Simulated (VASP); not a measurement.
# VN2 (I4/mcm) in VASP: a series of runs

Runs on VN2. Level: PBEsol. Tasks: single point.

Program: VASP 6.6.1. These are calculated values, not measurements. Logs are shortened: lines on timing, memory, paths and dates and some standing lists are left out, and cuts for length are marked.

## Step 1: The cell of the first run

The structure is tetragonal, space group I4/mcm (No. 140). The conventional cell has a = 4.301 Å, b = 4.301 Å, c = 4.983 Å, α = 90.00°, β = 90.00°, γ = 90.00°. Within 2.8 Å of V (site symmetry 422) lie 8 N at 2.13 Å and 2 V at 2.49 Å. N (site symmetry m2m) has 1 N at 1.40 Å within 1.9 Å.

## Step 2: Single point, PBEsol

The input, INCAR:

```
PREC = Accurate
ENCUT = 520
EDIFF = 1E-7
ISMEAR = 0
SIGMA = 0.1
LREAL = F
LASPH = T
NELM = 60
ALGO = Normal
ISIF = 2
LWAVE = F
LCHARG = F
GGA = PS
NBANDS = 32
```

The input, KPOINTS:

```
Automatic mesh
0
Gamma
  12 12 12
```

The input, POSCAR:

```
VN2
1.0
   -2.1507500000      2.1507500000      2.4913500000
    2.1507500000     -2.1507500000      2.4913500000
    2.1507500000      2.1507500000     -2.4913500000
V N
2 4
Direct
    0.2500000000      0.2500000000      0.0000000000
    0.7500000000      0.7500000000      0.0000000000
    0.1151000000      0.6151000000      0.7302000000
    0.6151000000      0.8849000000      0.5000000000
    0.8849000000      0.3849000000      0.2698000000
    0.3849000000      0.1151000000      0.5000000000
```

Potentials or basis: VASP PAW PBE potentials, release 64 (V_sv, N).

On the command line:

```sh
> cat potpaw_PBE.64/V_sv/POTCAR potpaw_PBE.64/N/POTCAR > POTCAR
> mpirun -np 1 vasp_std > vasp.out
```

OUTCAR:

```text
PREC = Accurate
   ENCUT = 520
   EDIFF = 1E-7
   ISMEAR = 0
   LREAL = F
   LASPH = T
   NELM = 60
   ISIF = 2
   GGA = PS

 ion  position               nearest neighbor table
   1  0.250  0.250  0.000-   5 2.13   3 2.13   4 2.13   6 2.13   6 2.13   3 2.13   4 2.13   5 2.13
                             2 2.49   2 2.49
   2  0.750  0.750  0.000-   5 2.13   3 2.13   4 2.13   6 2.13   4 2.13   6 2.13   3 2.13   5 2.13
                             1 2.49   1 2.49
   3  0.115  0.615  0.730-   5 1.40   1 2.13   1 2.13   2 2.13   2 2.13
   4  0.615  0.885  0.500-   6 1.40   2 2.13   1 2.13   2 2.13   1 2.13
   5  0.885  0.385  0.270-   3 1.40   2 2.13   1 2.13   2 2.13   1 2.13
   6  0.385  0.115  0.500-   4 1.40   1 2.13   2 2.13   1 2.13   2 2.13

  LATTYP: Found a body centered tetragonal cell.
 ALAT       =     4.3015000000
 C/A-ratio  =     1.1583633616

  Lattice vectors:

 A1 = (  -2.1507500000,   2.1507500000,   2.4913500000)
 A2 = (   2.1507500000,  -2.1507500000,   2.4913500000)
 A3 = (   2.1507500000,   2.1507500000,  -2.4913500000)

Analysis of symmetry for initial positions (statically):
=====================================================================
 Subroutine PRICEL returns:
 Original cell was already a primitive cell.

 Routine SETGRP: Setting up the symmetry group for a
 body centered tetragonal supercell.

 Subroutine GETGRP returns: Found 16 space group operations
 (whereof  8 operations were pure point group operations)
 out of a pool of 16 trial point group operations.

The static configuration has the point symmetry C_4h.
 The point group associated with its full space group is D_4h.

Analysis of symmetry for dynamics (positions and initial velocities):
=====================================================================
 Subroutine PRICEL returns:
 Original cell was already a primitive cell.

 Routine SETGRP: Setting up the symmetry group for a
 body centered tetragonal supercell.

 Subroutine GETGRP returns: Found 16 space group operations
 (whereof  8 operations were pure point group operations)
 out of a pool of 16 trial point group operations.

The dynamic configuration has the point symmetry C_4h.
 The point group associated with its full space group is D_4h.

 Subroutine INISYM returns: Found 16 space group operations
 (whereof  8 operations are pure point group operations),
 and found     1 'primitive' translations

----------------------------------------------------------------------------------------

[... 99 lines left out ...]
   NELM   =     60;   NELMIN=  2; NELMDL= -5     # of ELM steps
   EDIFF  = 0.1E-06   stopping-criterion for ELM
   LREAL  =      F    real-space projection
   EDIFFG = 0.1E-05   stopping-criterion for IOM
   NSW    =      0    number of steps for IOM
   IBRION =     -1    ionic relax: 0-MD 1-quasi-New 2-CG
   NFREE  =      0    steps in history (QN), initial steepest desc. (CG)
   ISIF   =      2    stress and relaxation
   ISYM   =      2    0-nonsym 1-usesym 2-fastsym
   POTIM  = 0.5000    time-step for ionic-motion
   TEBEG  =    0.0;   TEEND  =   0.0 temperature during run
   PSTRESS=    0.0 pullay stress
   NELECT =      46.0000    total number of electrons
   NUPDOWN=      -1.0000    fix difference up-down
   EMIN   =  10.00;   EMAX   =-10.00  energy-range for DOS
   EFERMI =   0.00;   METHOD = LEGACY
   ISMEAR =     0;   SIGMA  =   0.10  broadening in eV -4-tet -1-fermi 0-gaus
   EFERMI_NEDOS =   21; number of points for ismear=-14 and -15
   IALGO  =     38    algorithm
   IMIX   =      4    mixing-type and parameters
     AMIX     =   0.40;   BMIX     =  1.00
     AMIX_MAG =   1.60;   BMIX_MAG =  1.00
  volume/ion in A,a.u.               =       7.68        51.85
  Fermi-wavevector in a.u.,A,eV,Ry     =   1.635947  3.091492 36.413581  2.676323
  Thomas-Fermi vector in A             =   2.727335
   LORBIT       =      0    0 simple, 1 ext, 2 COOP (PROOUT), +10 PAW based schemes
   GGA     = PS    functional components
   LHFCALC =     F    Hartree Fock is set to
   AEXX    =    0.0000 exact exchange contribution
   IVDW    =     0    specifies the selected vdW correction
   LEPSILON=     F    determine dielectric tensor
   LRPA    =     F    only Hartree local field effects (RPA)
 non-spin polarized calculation
 Gauss-broadening in eV      SIGMA  =   0.10
  energy-cutoff  :      520.00
  volume of cell :       46.10
 maximum number of plane-waves:      1268
 NGX is ok and might be reduce to    30
   NGX = 15   NGY = 15   NGZ = 15

 number of electron      46.0000009 magnetization

 Free energy of the ion-electron system (eV)
  ---------------------------------------------------
  ext. energy  EPLUGINS =         0.00000000
  ---------------------------------------------------
  free energy    TOTEN  =       -56.93763379 eV

  energy without entropy =      -56.92431559  energy(sigma->0) =      -56.93097469

 E-fermi :  11.3533     XC(G=0): -13.8844

 val. band max:       11.3457027138   @ k =   0.5000   0.5000   0.4167
 cond. band min:      11.3537013246   @ k =   0.5000   0.5000   0.0000
 fundamental gap:      0.0079986108
 Fermi energy:        11.3532624384

 k-point     1 :       0.0000    0.0000    0.0000
  band No.  band energies     occupation
      1     -54.0079      2.00000
      2     -53.8427      2.00000
      3     -28.2164      2.00000
      4     -27.9716      2.00000
      5     -27.9716      2.00000
      6     -27.9610      2.00000
[... 829 lines left out ...]
     31      14.3563      0.00000
     32      15.0403      0.00000

 [... further k-points ...]
[... 5 lines left out ...]
  --------------------------------------------------------------------------------------
  -------------------------------------------------------------------------------------
  Total       -3.0543792     -3.0543792     -3.2710276      0.0000000      0.0000000      0.0000000
  in kB     -106.1595190   -106.1595190   -113.6894566      0.0000000      0.0000000      0.0000000
  external PRESSURE =    -108.6694982 kB  Pullay stress =       0.0000000 kB

 VOLUME and BASIS-vectors are now :
 -----------------------------------------------------------------------------
  energy-cutoff  :      520.00
  volume of cell :       46.10
      direct lattice vectors                 reciprocal lattice vectors
    -2.150750000  2.150750000  2.491350000     0.000000000  0.232477043  0.200694403
     2.150750000 -2.150750000  2.491350000     0.232477043  0.000000000  0.200694403
     2.150750000  2.150750000 -2.491350000     0.232477043  0.232477043  0.000000000

 POSITION                                       TOTAL-FORCE (eV/Angst)
 -----------------------------------------------------------------------------------
      0.00000      0.00000      1.24568        -0.000000      0.000000      0.000000
      0.00000      0.00000      3.73703        -0.000000      0.000000      0.000000
      2.64585      0.49510      0.00000        -0.268057     -0.268057      0.000000
      1.65565      0.49510      2.49135         0.268057     -0.268057      0.000000
     -0.49510      1.65565      2.49135         0.268057      0.268057     -0.000000
      0.49510      1.65565      0.00000        -0.268057      0.268057      0.000000
 -----------------------------------------------------------------------------------
    total drift:                                0.000000      0.000000     -0.000000

  FREE ENERGIE OF THE ION-ELECTRON SYSTEM (eV)
  ---------------------------------------------------
  free  energy   TOTEN  =       -56.9376337938 eV

  energy  without entropy=      -56.9243155944  energy(sigma->0) =      -56.93097469
```

Wall time 2.4 min (1 thread of AMD EPYC 9R45 (Zen 5), shared host); peak memory 0.28 GiB.

Results:

| Item | Value |
| --- | --- |
| Free energy | -56.9376 eV |
| Pressure | -10.9 GPa |
| Largest force | 0.379 eV/Å |
| Band gap on the k mesh | zero (band 23 reaches 11.56 eV, above the bottom of band 24 at 11.20 eV) |

Forces in eV/Å, atoms in the order of the input:
```
V    0.000  0.000  0.000
V    0.000  0.000  0.000
N   -0.268 -0.268  0.000
N    0.268 -0.268  0.000
N    0.268  0.268  0.000
N   -0.268  0.268  0.000
```

Caveat: the PAW data sets were made with another functional, which shifts forces and pressure a little; the run has no spin polarisation, though such a crystal can be magnetic.

## Step 3: Single point, PBEsol

The input, INCAR:

```
SYSTEM = VN2
  PREC = Accurate
  ENCUT = 520
  EDIFF = 1E-7
  ISMEAR = 0
  SIGMA = 0.2
  LREAL = .False.
  LASPH = .True.
  NELM = 60
  ALGO = Normal
  ISIF = 2
  LWAVE = .False.
  LCHARG = .False.
  GGA = PS
  NBANDS = 32
```

The input, KPOINTS:

```
regular mesh
0
Gamma
  12 12 12
  0 0 0
```

POSCAR is that of step 2.

Potentials or basis: VASP PAW PBE potentials, release 64 (V_sv, N).

On the command line:

```sh
> cat potpaw_PBE.64/V_sv/POTCAR potpaw_PBE.64/N/POTCAR > POTCAR
> mpirun -np 1 vasp_std > vasp.out
```

It took 2.6 min on 1 thread of AMD EPYC 9R45 (Zen 5), shared host; peak memory 0.28 GiB.

It converged, with:

| Item | Value |
| --- | --- |
| Free energy | -56.9565 eV |
| Pressure | -10.7 GPa |
| Largest force | 0.376 eV/Å |
| Band gap on the k mesh | zero (band 23 reaches 11.56 eV, above the bottom of band 24 at 11.20 eV) |

Forces in eV/Å, atoms in the order of the input:
```
V    0.000  0.000  0.000
V    0.000  0.000  0.000
N   -0.266 -0.266  0.000
N    0.266 -0.266  0.000
N    0.266  0.266  0.000
N   -0.266  0.266  0.000
```

Stress tensor (GPa, compression positive):
```
-10.65   0.00   0.00
  0.00 -10.65   0.00
  0.00   0.00 -10.91
```

Levels at points of the mesh, in eV from the Fermi level:
```tsv
k point	band 19	band 20	band 21	band 22	band 23	band 24	band 25	band 26	band 27	band 28
(0.00, 0.00, 0.00)	-3.34	-2.91	-2.63	-2.63	-2.63	0.78	0.92	0.92	1.37	1.97
(0.50, 0.00, 0.00)	-3.39	-3.39	-3.18	-3.18	0.19	0.19	0.76	0.76	1.08	1.08
(0.50, 0.50, 0.00)	-4.92	-4.60	-2.77	-2.57	-1.37	0.03	0.80	1.13	1.89	2.21
(0.50, 0.50, 0.50)	-4.68	-2.13	-2.13	-0.24	-0.13	-0.09	-0.06	0.06	1.96	1.96
```

Caveat: the PAW data sets were made with another functional, which shifts forces and pressure a little; the run has no spin polarisation, though such a crystal can be magnetic.

## Step 4: Single point, PBEsol

The input, INCAR:

```
SYSTEM = VN2
PREC = Accurate
ENCUT = 520
EDIFF = 1E-7
ISMEAR = 0
SIGMA = 0.3
LREAL = .False.
LASPH = .True.
NELM = 60
ALGO = Normal
ISIF = 2
LWAVE = .False.
LCHARG = .False.
GGA = PS
NBANDS = 32
```

KPOINTS is that of step 3.

POSCAR is that of step 3.

Potentials or basis: VASP PAW PBE potentials, release 64 (V_sv, N).

On the command line:

```sh
> cat potpaw_PBE.64/V_sv/POTCAR potpaw_PBE.64/N/POTCAR > POTCAR
> mpirun -np 1 vasp_std > vasp.out
```

OUTCAR:

```text
SYSTEM = VN2
   PREC = Accurate
   ENCUT = 520
   EDIFF = 1E-7
   ISMEAR = 0
   LREAL = .False.
   LASPH = .True.
   NELM = 60
   ISIF = 2
   GGA = PS

 ion  position               nearest neighbor table
   1  0.250  0.250  0.000-   5 2.13   3 2.13   4 2.13   6 2.13   6 2.13   3 2.13   4 2.13   5 2.13
                             2 2.49   2 2.49
   2  0.750  0.750  0.000-   5 2.13   3 2.13   4 2.13   6 2.13   4 2.13   6 2.13   3 2.13   5 2.13
                             1 2.49   1 2.49
   3  0.115  0.615  0.730-   5 1.40   1 2.13   1 2.13   2 2.13   2 2.13
   4  0.615  0.885  0.500-   6 1.40   2 2.13   1 2.13   2 2.13   1 2.13
   5  0.885  0.385  0.270-   3 1.40   2 2.13   1 2.13   2 2.13   1 2.13
   6  0.385  0.115  0.500-   4 1.40   1 2.13   2 2.13   1 2.13   2 2.13

  LATTYP: Found a body centered tetragonal cell.
 ALAT       =     4.3015000000
 C/A-ratio  =     1.1583633616

  Lattice vectors:

 A1 = (  -2.1507500000,   2.1507500000,   2.4913500000)
 A2 = (   2.1507500000,  -2.1507500000,   2.4913500000)
 A3 = (   2.1507500000,   2.1507500000,  -2.4913500000)

Analysis of symmetry for initial positions (statically):
=====================================================================
 Subroutine PRICEL returns:
[... 181 lines left out ...]

 E-fermi :  11.3042     XC(G=0): -13.8841

 val. band max:       11.3033555154   @ k =  -0.4167   0.4167   0.0000
 cond. band min:      11.3045650495   @ k =  -0.4167   0.4167   0.3333
 fundamental gap:      0.0012095341
 Fermi energy:        11.3042008169

 k-point     1 :       0.0000    0.0000    0.0000
  band No.  band energies     occupation
      1     -54.0016      2.00000
      2     -53.8362      2.00000
      3     -28.2257      2.00000
      4     -27.9584      2.00000
      5     -27.9584      2.00000
      6     -27.9478      2.00000
[... 829 lines left out ...]
     31      14.3603      0.00000
     32      15.0412      0.00000

 [... further k-points ...]
[... 5 lines left out ...]
  --------------------------------------------------------------------------------------
  -------------------------------------------------------------------------------------
  Total       -3.0881068     -3.0881068     -2.9197219      0.0000000      0.0000000      0.0000000
  in kB     -107.3317708   -107.3317708   -101.4793026      0.0000000      0.0000000      0.0000000
  external PRESSURE =    -105.3809480 kB  Pullay stress =       0.0000000 kB

 VOLUME and BASIS-vectors are now :
 -----------------------------------------------------------------------------
  energy-cutoff  :      520.00
  volume of cell :       46.10
      direct lattice vectors                 reciprocal lattice vectors
    -2.150750000  2.150750000  2.491350000     0.000000000  0.232477043  0.200694403
     2.150750000 -2.150750000  2.491350000     0.232477043  0.000000000  0.200694403
     2.150750000  2.150750000 -2.491350000     0.232477043  0.232477043  0.000000000

 POSITION                                       TOTAL-FORCE (eV/Angst)
 -----------------------------------------------------------------------------------
      0.00000      0.00000      1.24568         0.000000      0.000000     -0.000000
      0.00000      0.00000      3.73703         0.000000      0.000000     -0.000000
      2.64585      0.49510      0.00000        -0.263914     -0.263914     -0.000000
      1.65565      0.49510      2.49135         0.263914     -0.263914     -0.000000
     -0.49510      1.65565      2.49135         0.263914      0.263914      0.000000
      0.49510      1.65565      0.00000        -0.263914      0.263914     -0.000000
 -----------------------------------------------------------------------------------
    total drift:                                0.000000      0.000000     -0.000000

  FREE ENERGIE OF THE ION-ELECTRON SYSTEM (eV)
  ---------------------------------------------------
  free  energy   TOTEN  =       -56.9866149891 eV

  energy  without entropy=      -56.8792365862  energy(sigma->0) =      -56.93292579
```

OSZICAR:

```text
N       E                     dE             d eps       ncg     rms          rms(c)
DAV:   1     0.570895403296E+03    0.57090E+03   -0.26342E+04 10464   0.163E+03
DAV:   2    -0.256878068845E+02   -0.59658E+03   -0.55502E+03 11544   0.513E+02
DAV:   3    -0.679634452591E+02   -0.42276E+02   -0.41139E+02 11616   0.143E+02
DAV:   4    -0.689316473035E+02   -0.96820E+00   -0.95970E+00 13552   0.202E+01
DAV:   5    -0.689472233917E+02   -0.15576E-01   -0.15557E-01 11784   0.236E+00    0.427E+01
DAV:   6    -0.640560562782E+02    0.48912E+01   -0.80855E+01 12776   0.763E+01    0.262E+01
DAV:   7    -0.580426590800E+02    0.60134E+01   -0.35463E+01 11704   0.638E+01    0.177E+01
DAV:   8    -0.569863980020E+02    0.10563E+01   -0.38105E+00 10824   0.181E+01    0.302E+00
DAV:   9    -0.569936506917E+02   -0.72527E-02   -0.22008E-01 13072   0.328E+00    0.100E+00
DAV:  10    -0.569869838306E+02    0.66669E-02   -0.21149E-02 10696   0.147E+00    0.338E-01
DAV:  11    -0.569868207100E+02    0.16312E-03   -0.12926E-03 12592   0.267E-01    0.207E-01
DAV:  12    -0.569866843056E+02    0.13640E-03   -0.10082E-03 11384   0.336E-01    0.932E-02
DAV:  13    -0.569866162855E+02    0.68020E-04   -0.13401E-04 10768   0.136E-01    0.913E-03
DAV:  14    -0.569866154763E+02    0.80920E-06   -0.14421E-05 11416   0.273E-02    0.665E-03
DAV:  15    -0.569866149978E+02    0.47841E-06   -0.16513E-06 10896   0.919E-03    0.325E-03
DAV:  16    -0.569866149891E+02    0.87603E-08   -0.14586E-07  6344   0.331E-03
   1 F= -.56986615E+02 E0= -.56932926E+02  d E =-.107378E+00
```

stdout:

```text
POSCAR found type information on POSCAR V N
 POSCAR found :  2 types and       6 ions
 scaLAPACK will be used
 -----------------------------------------------------------------------------
|                                                                             |
|                                                                             |
|     You enforced a specific xc type in the INCAR file but a different       |
|     I HOPE YOU KNOW WHAT YOU ARE DOING!                                     |
|                                                                             |
 -----------------------------------------------------------------------------

 LDA part: xc-table for (Slater+PW92), standard interpolation
 POSCAR, INCAR and KPOINTS ok, starting setup
 FFT: planning ... GRIDC
 FFT: planning ... GRID_SOFT
 FFT: planning ... GRID
 WAVECAR not read
 entering main loop
```

It took 2.7 min on 1 thread of AMD EPYC 9R45 (Zen 5), shared host; peak memory 0.27 GiB.

What came out:

```
Free energy            : -56.9866 eV
Pressure               : -10.5 GPa
Largest force          : 0.373 eV/Å
Band gap on the k mesh : zero (band 23 reaches 11.57 eV, above the bottom of band 24 at 11.20 eV)
```

Forces in eV/Å, atoms in the order of the input:
```
V    0.000  0.000  0.000
V    0.000  0.000  0.000
N   -0.264 -0.264  0.000
N    0.264 -0.264  0.000
N    0.264  0.264  0.000
N   -0.264  0.264  0.000
```

Caveat: the PAW data sets were made with another functional, which shifts forces and pressure a little; the run has no spin polarisation, though such a crystal can be magnetic.

## Step 5: Summary

```csv
smearing,gap on the mesh (eV),pressure (GPa),largest force (eV/Å)
gaussian 0.1 eV,none,-10.9,0.38
gaussian 0.2 eV,none,-10.7,0.38
gaussian 0.3 eV,none,-10.5,0.37
```

Alike in all rows: task single point; level PBEsol; potentials or basis VASP PAW PBE potentials, release 64 (V_sv, N); no spin polarisation; cell as given; k mesh 12 × 12 × 12; cutoff (eV) 520.

Every run on the cell as given and a fine mesh finds a metal.

Caveats: the PAW data sets were made with another functional, which shifts forces and pressure a little; the run has no spin polarisation, though such a crystal can be magnetic.

Absolute energies hang on the potentials; compare differences alone.
